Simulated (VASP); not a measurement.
Input of a VASP 6.6.1 run:

Contents of INCAR:

```
PREC     = Accurate       # precision mode
ENCUT    = 520            # plane-wave cutoff, eV
EDIFF    = 1E-6           # SCF threshold, eV
ISMEAR   = 0              # smearing method
SIGMA    = 0.1            # smearing width, eV
LREAL    = False          # projectors in reciprocal space
LASPH    = True           # aspherical terms in the spheres
NELM     = 100            # most SCF steps
ALGO     = Normal         # electronic algorithm
ISIF     = 2              # what is computed and relaxed
LWAVE    = False          # write WAVECAR
LCHARG   = False          # write CHGCAR
GGA      = PE             # functional
NBANDS   = 28             # bands
```

KPOINTS

```
Automatic mesh
0
Gamma
  6 6 12
```

The input POSCAR:

```
HgH
1.0
    6.0325189966      0.0000000000      0.0000000000
   -3.0162594983      5.2243146999      0.0000000000
    0.0000000000      0.0000000000      3.3020967726
Hg H
3 3
Direct
    0.5000000000      0.0000000000      0.0000000000
    0.5000000000      0.5000000000      0.0000000000
    0.0000000000      0.5000000000      0.0000000000
    0.0000000000      0.0000000000      0.0000000000
    0.3333333333      0.6666666667      0.5000000000
    0.6666666667      0.3333333333      0.5000000000
```

Potentials or basis: VASP PAW PBE potentials, release 64 (Hg, H).

Launch:

```bash
$ cat potpaw_PBE.64/Hg/POTCAR potpaw_PBE.64/H/POTCAR > POTCAR
$ mpirun -np 1 vasp_std > vasp.out
```

(1) What does it give for the pressure?

Answers

(1) 0.2 GPa.
